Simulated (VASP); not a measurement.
The system is SiBr5.

```
CELL_PARAMETERS angstrom
6.87479 0.00000 0.00000
-3.43739 5.95374 0.00000
0.00000 0.00000 6.08273
ATOMIC_POSITIONS crystal
Si 0.00000 0.00000 0.50000
Br 0.00000 0.60751 0.00000
Br 0.60751 0.00000 0.00000
Br 0.39249 0.39249 0.00000
Br 0.66667 0.33333 0.50000
Br 0.33333 0.66667 0.50000
```

The cell was generated, and may not be a known phase.

| Property | Result |
| --- | --- |
| Program | VASP 6.6.1 |
| Task | relaxation of cell and atoms |
| Functional | PBE |
| Potentials or basis | VASP PAW PBE potentials, release 64 (Si, Br) |
| Cutoff | 600 eV |
| k mesh | 3 × 3 × 4 |
| Occupations | gaussian, width 0.1 eV |
| Spin | no spin polarisation |

At the start: pressure -4.2 GPa; volume 41.50 Å³/atom.

Where does the relaxation end?

Over 24 steps the energy falls by 581.3 meV/atom and the volume is 28.53 Å³/atom (-31.2 %); space group P-62m (No. 189, to 0.1 Å) before and after.

Step by step:
```csv
step,energy change (eV),largest force (eV/Å),pressure (GPa),volume (Å³)
1,0.0000,0.1613,-4.25,248.97
2,-1.0415,0.2394,-4.21,211.36
3,-0.6130,1.2228,16.71,121.42
4,-1.8219,0.3888,-2.51,178.41
5,-1.9841,0.6482,2.28,150.84
6,-2.0205,0.5398,0.10,160.12
7,-2.0225,0.5556,0.41,158.60
8,-2.3241,0.4093,0.96,153.96
9,-2.6084,0.5094,2.88,146.73
10,-2.0982,1.0230,14.28,130.70
11,-2.6709,0.6246,4.14,143.68
12,-2.6649,0.9488,8.04,137.34
13,-2.7153,0.8303,6.19,139.97
14,-2.8454,0.8322,6.01,141.39
15,-3.0495,0.6243,6.12,145.33
16,-3.0581,0.5353,6.32,146.45
17,-3.2834,0.3615,3.89,152.96
18,-3.4671,0.1424,0.56,165.37
19,-3.4746,0.1082,-0.03,168.25
20,-3.4748,0.1027,-0.12,168.76
21,-3.4775,0.0900,-0.09,169.03
22,-3.4839,0.0497,-0.01,169.85
23,-3.4878,0.0389,0.19,171.45
24,-3.4879,0.0247,0.15,171.21
```

Final structure:
```yaml
crystal:
  lattice:
    - [5.25550, 0.00000, 0.00000]
    - [-2.62775, 4.55140, 0.00000]
    - [0.00000, 0.00000, 7.15759]
  atoms:
    - { symbol: Si, position: [0.00000, 0.00000, 0.50000] }
    - { symbol: Br, position: [0.00000, 0.66830, 0.00000] }
    - { symbol: Br, position: [0.66830, 0.00000, 0.00000] }
    - { symbol: Br, position: [0.33170, 0.33170, 0.00000] }
    - { symbol: Br, position: [0.66667, 0.33333, 0.50000] }
    - { symbol: Br, position: [0.33333, 0.66667, 0.50000] }
```

Caveat: the volume moved by over 15 % at a fixed basis, so the end points are rough; this functional lacks dispersion, which binds layers or chains, so the pressure and a relaxed spacing across them are unreliable; an odd number of electrons without spin polarisation forces a metal; a magnetic or distorted state may lie lower.
